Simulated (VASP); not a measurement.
Write the native input for VASP 6.6.1 that does the following.

- Task: single point
- Functional: r2SCAN
- Potentials or basis: VASP PAW PBE potentials, release 64 (Au)
- Cutoff: 550 eV
- k mesh: 8 × 8 × 8
- Occupations: gaussian, width 0.1 eV
- Spin: no spin polarisation
- Dipole correction: no
- Further INCAR settings: ALGO = Normal; EDIFF = 1e-06; NBANDS = 12

The system is Au.

```
CELL_PARAMETERS angstrom
0.00000 2.08564 2.08564
2.08564 0.00000 2.08564
2.08564 2.08564 0.00000
ATOMIC_POSITIONS crystal
Au 0.00000 0.00000 0.00000
```

These files were run (other wordings do the same):

POSCAR

```
Au
1.0
    0.0000000000      2.0856442657      2.0856442657
    2.0856442657      0.0000000000      2.0856442657
    2.0856442657      2.0856442657      0.0000000000
Au
1
Direct
    0.0000000000      0.0000000000      0.0000000000
```

INCAR.step1

```
SYSTEM = Au
PREC     = Accurate       ! precision mode
ENCUT    = 550            ! plane-wave cutoff, eV
ISMEAR   = 0              ! smearing method
SIGMA    = 0.1            ! smearing width, eV
LREAL    = .False.        ! projectors in reciprocal space
LASPH    = .True.         ! aspherical terms in the spheres
NELM     = 120            ! most SCF steps
NBANDS   = 12             ! bands
GGA      = PE             ! functional
ALGO     = Normal         ! electronic algorithm
EDIFF    = 1E-5           ! SCF threshold, eV
LWAVE    = .True.         ! write WAVECAR
LCHARG   = .False.        ! write CHGCAR
GGA_COMPAT= .False.
```

INCAR.step2

```
SYSTEM = Au
PREC     = Accurate       ! precision mode
ENCUT    = 550            ! plane-wave cutoff, eV
EDIFF    = 1E-6           ! SCF threshold, eV
ISMEAR   = 0              ! smearing method
SIGMA    = 0.1            ! smearing width, eV
LREAL    = .False.        ! projectors in reciprocal space
LASPH    = .True.         ! aspherical terms in the spheres
NELM     = 120            ! most SCF steps
ALGO     = Normal         ! electronic algorithm
ISIF     = 2              ! what is computed and relaxed
LWAVE    = .False.        ! write WAVECAR
LCHARG   = .False.        ! write CHGCAR
METAGGA  = R2SCAN         ! meta-GGA
LMIXTAU  = .True.       
NBANDS   = 12             ! bands
ISTART   = 1            
GGA_COMPAT= .False.
```

KPOINTS

```
Automatic mesh
0
Gamma
  8 8 8
  0 0 0
```

Potentials or basis: VASP PAW PBE potentials, release 64 (Au).

Run with:

```sh
$ cat potpaw_PBE.64/Au/POTCAR > POTCAR
$ cp INCAR.step1 INCAR
$ mpirun -np 1 vasp_std > vasp.out
$ cp INCAR.step2 INCAR
$ mpirun -np 1 vasp_std > vasp.out
```

It gave:

- Pressure: -3.8 GPa

Caveat: the PAW data sets were made with another functional, which shifts forces and pressure a little.

It took 13 s on 1 thread of Intel(R) Xeon(R) 6975P-C (Granite Rapids) (shared host), peak memory 0.14 GiB.
